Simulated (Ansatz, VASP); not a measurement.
# Two plane-wave programs on BN

```
CELL_PARAMETERS angstrom
2.47888 -0.00606 0.21648
-1.24421 2.15529 0.00276
0.60166 0.34099 6.63296
ATOMIC_POSITIONS crystal
B 0.17086 0.58545 0.24936
B 0.82914 0.41455 0.75064
N 0.49594 0.74795 0.75052
N 0.50406 0.25205 0.24948
```

Change from the starting cell: all atoms moved at random, sigma 0.05 Å a component, cell strained at random, sigma 0.06; relaxed back.

Alike in both runs: functional LDA; k mesh 12 × 12 × 4; occupations gaussian, width 0.05 eV; no spin polarisation.

Ansatz relaxed the structure, and its values are those at the end. VASP's run is a single point on that final structure, the one shown.

|  | VASP | Ansatz |
| --- | --- | --- |
| version | VASP 6.6.1 | Ansatz 0.2.0 |
| potentials or method | VASP PAW LDA potentials, release 64 (B, N), cutoff 520 eV | scalar-relativistic, plane waves, PAW |
| valence electrons in the cell | 16 | 16 |

|  | VASP | Ansatz | Ansatz less VASP |
| --- | --- | --- | --- |
| gap on the k mesh at the Fermi level (eV) | 3.88 | 3.89 | +0.016 |
| least direct gap on the mesh (eV) | 4.04 | 4.05 | +0.011 |
| pressure (GPa) | 0.4 | 0.0 | -0.45 |

LDA's correlation is that of Perdew and Zunger in VASP and of Perdew and Wang (1992) in Ansatz.
